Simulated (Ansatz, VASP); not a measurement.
## One calculation of EuO, two programs

```
CELL_PARAMETERS angstrom
3.62914 0.00000 0.00000
1.81457 3.14293 0.00000
1.81457 1.04764 2.96318
ATOMIC_POSITIONS crystal
Eu 0.00000 0.00000 0.00000
O 0.50000 0.50000 0.50000
```

Alike in both runs: functional RPBE; k mesh 8 × 8 × 8; collinear spin.

Ansatz relaxed the structure, and its values are those at the end. VASP's run is a single point on that final structure, the one shown.

```csv
,VASP,Ansatz
version,VASP 6.6.1,Ansatz 0.2.0
potentials or method,"VASP PAW PBE potentials, release 64 (Eu, O)","plane waves, PAW"
plane-wave cutoff (eV),600,420
occupations,"fermi-dirac, width 0.1 eV",fermi-dirac
valence electrons in the cell,23,23
```

VASP gave:

- pressure (GPa): -0.3
- net moment per atom (μB): 3.49
- size of the moment on the site where the two differ most (μB): 6.59

Q: Estimate Ansatz's values.

A: Pressure (GPa): 0.0; net moment per atom (μB): 3.49; size of the moment on the site where the two differ most (μB): 6.62.

VASP's potentials were made for PBE, not for RPBE. Site moments also hang on the region over which each program counts them. Ansatz's warnings: given moment on shells, stress scf threshold loose.

Neither program's run includes spin-orbit coupling.
